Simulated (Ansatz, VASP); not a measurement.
**MnHg: VASP beside Ansatz**

```
CELL_PARAMETERS angstrom
3.26593 0.00000 0.00000
0.00000 3.26593 0.00000
0.00000 0.00000 3.29076
ATOMIC_POSITIONS crystal
Mn 0.50000 0.50000 0.50000
Hg 0.00000 0.00000 0.00000
```

Alike in both runs: task single point; functional PBE; k mesh 9 × 9 × 9; collinear spin.

```csv
,VASP,Ansatz
version,VASP 6.6.1,Ansatz 0.2.0
potentials or method,"VASP PAW PBE potentials, release 64 (Mn_pv, Hg), cutoff 520 eV","plane waves, PAW"
occupations,"fermi-dirac, width 0.1 eV",fermi-dirac
valence electrons in the cell,25,35
```

Ansatz gave:

```
pressure (GPa)                                                : 3.2
net moment per atom (μB)                                      : 1.89
size of the moment on the site where the two differ most (μB) : 3.75
```

Question: What did VASP give for the same quantities?

Answer: Pressure (GPa): 3.8; net moment per atom (μB): 1.89; size of the moment on the site where the two differ most (μB): 3.71.

Site moments also hang on the region over which each program counts them. VASP's potentials hold 25 valence electrons a cell and Ansatz's 35, so a difference there can come from the potentials and not from the codes.

Spin-orbit coupling is off throughout.
